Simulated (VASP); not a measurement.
Runs of VASP 6.6.1 on V. The structure is that of space group Im-3m (No. 229), or close to it. The cells are those of the table. 

```tsv
task	spin	cell	k mesh	gap on the mesh (eV)	pressure (GPa)
relaxation of cell and atoms	off	relaxed from a = 2.650 Å, angles 109.5°, 1 atom	10 × 10 × 10	none	-0.2
single point	off	a = 2.595 Å, angles 109.5°, 1 atom	20 × 20 × 20	none	(a)
single point	off	a = 2.601 Å, angles 109.5°, 1 atom	10 × 10 × 10	none	-0.1
single point	collinear, ferromagnetic start	a = 2.650 Å, angles 109.5°, 1 atom	8 × 8 × 8	none	-10.9
```

Alike in all rows: level PBE; potentials or basis VASP PAW PBE potentials, release 64 (V_sv); cutoff (eV) 500; smearing gaussian 0.1 eV.

Q: Fill in the values left out.

A: (a) 0.2.

Caveats: some runs use coarse meshes.

A gap of «none» marks levels without a gap at the run's occupations.
